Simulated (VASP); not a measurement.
Wanted: the native input for a VASP 6.6.1 run.

| Item | Value |
| --- | --- |
| Task | relaxation of cell and atoms |
| Functional | PBE |
| Potentials or basis | VASP PAW PBE potentials, release 64 (Al, Cu) |
| Cutoff | 600 eV |
| k mesh | 4 × 4 × 4 |
| Occupations | gaussian, width 0.2 eV |
| Spin | no spin polarisation |
| Dipole correction | no |
| Further INCAR settings | ALGO = Normal; EDIFF = 1e-07; IBRION = 2; EDIFFG = -0.08; NSW = 36; ISIF = 3 |

The structure of AlCu6 lies in POSCAR:

```
AlCu6
1.0
    4.5291239800      0.0000000000      0.0000000000
    0.0000000000      4.5291239800      0.0000000000
    0.0000000000      0.0000000000      4.5291239800
Al Cu
1 6
Direct
    0.0000000000      0.0000000000      0.0000000000
    0.2016845000      0.5000000000      0.5000000000
    0.5000000000      0.5000000000      0.7983155000
    0.5000000000      0.5000000000      0.2016845000
    0.5000000000      0.2016845000      0.5000000000
    0.5000000000      0.7983155000      0.5000000000
    0.7983155000      0.5000000000      0.5000000000
```

The cell was generated, and may not be a known phase.

These files were run (other wordings do the same):

INCAR

```
PREC = Accurate
ENCUT = 600
EDIFF = 1E-7
ISMEAR = 0
SIGMA = 0.2
LREAL = F
LASPH = T
NELM = 120
ALGO = Normal
ISIF = 3
LWAVE = F
LCHARG = F
GGA = PE
IBRION = 2
NSW = 36
EDIFFG = -0.08
GGA_COMPAT = F
NELMIN = 4
```

KPOINTS

```
regular mesh
0
Gamma
  4 4 4
```

Potentials or basis: VASP PAW PBE potentials, release 64 (Al, Cu).

Launch:

```sh
$ cat potpaw_PBE.64/Al/POTCAR potpaw_PBE.64/Cu/POTCAR > POTCAR
$ mpirun -np 1 vasp_std > vasp.out
```

It gave:

| Item | Value |
| --- | --- |
| Relaxed volume | 25.70 Å³/atom |
| Relaxed cell | a = 5.645 Å, b = 5.645 Å, c = 5.645 Å, α = 90.00°, β = 90.00°, γ = 90.00° |
| Space group after relaxing (to 0.1 Å) | Pm-3m (No. 221) |
| Pressure after relaxing | 0.0 GPa |
| Largest force after relaxing | 0.014 eV/Å |
| Band gap on the k mesh | zero (an odd number of electrons rules out a gap without spin polarisation) |

Caveat: the volume moved by over 15 % at a fixed basis, so the end points are rough.

Wall time 25 min on 1 thread of Intel Xeon 8259CL, with other jobs on the host, peak memory 0.23 GiB.
